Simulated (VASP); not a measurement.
Runs of VASP 6.6.1 on InSe2. The structure is that of space group P4/nmm (No. 129), or close to it. The cells are those of the table. 

```csv
cell,gap on the mesh (eV),pressure (GPa),largest force (eV/Å)
"a = 3.732, b = 3.732, c = 10.122 Å, 6 atoms",none,5.9,0.42
"a = 4.198, b = 4.198, c = 9.733 Å, 6 atoms",none,(a),0.42
"a = 4.198, b = 4.198, c = 8.954 Å, 6 atoms",none,-5.5,0.49
"a = 3.887, b = 3.887, c = 8.954 Å, 6 atoms",none,(c),0.13
"a = 4.043, b = 4.043, c = 9.343 Å, 6 atoms",none,(b),0.31
```

Alike in all rows: task single point; level PBE; potentials or basis VASP PAW PBE potentials, release 64 (In_d, Se); no spin polarisation; k mesh 12 × 12 × 6; cutoff (eV) 520; smearing gaussian 0.15 eV.

Problem. Fill in the values left out.

Solution. (a) -6.9; (b) -3.6; (c) 3.1.

Caveats: spin-orbit coupling is left out, which moves the levels of the heavy elements.

A k mesh can miss the band edges, and the runs leave out spin-orbit coupling on In, Se.

A gap of «none» marks levels without a gap at the run's occupations.
